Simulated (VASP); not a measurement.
SrO:

```
Sr O
1.0
     3.48075    0.00000    0.00000
    -1.74038    3.01442    0.00000
     0.00000    0.00000    6.09038
Sr O
2 2
Direct
  0.66667 0.33333 0.75000
  0.33333 0.66667 0.25000
  0.00000 0.00000 0.50000
  0.00000 0.00000 0.00000
```

This cell differs from its parent crystal: volume scaled by 0.94.

Base run:

| Property | Result |
| --- | --- |
| Program | VASP 6.6.1 |
| Functional | LDA |
| Potentials or basis | VASP PAW LDA potentials, release 64 (Sr_sv, O) |
| Cutoff | 520 eV |
| k mesh | 9 × 9 × 5 |
| Occupations | fermi-dirac, width 0.05 eV |
| Spin | no spin polarisation |

Its results: band gap on the k mesh 2.92 eV, indirect (least direct gap 3.18 eV); pressure 0.6 GPa.

Question: The run is repeated on the same cell with these changes: functional from LDA to PBEsol; potentials or basis from VASP PAW LDA potentials, release 64 (Sr_sv, O) to VASP PAW PBE potentials, release 64 (Sr_sv, O). What comes out?

Answer: Band gap on the k mesh 2.99 eV, indirect (least direct gap 3.25 eV); pressure 4.1 GPa.

Caveats: the PAW data sets were made with another functional, which shifts forces and pressure a little (some runs).

A k mesh can miss the band edges.
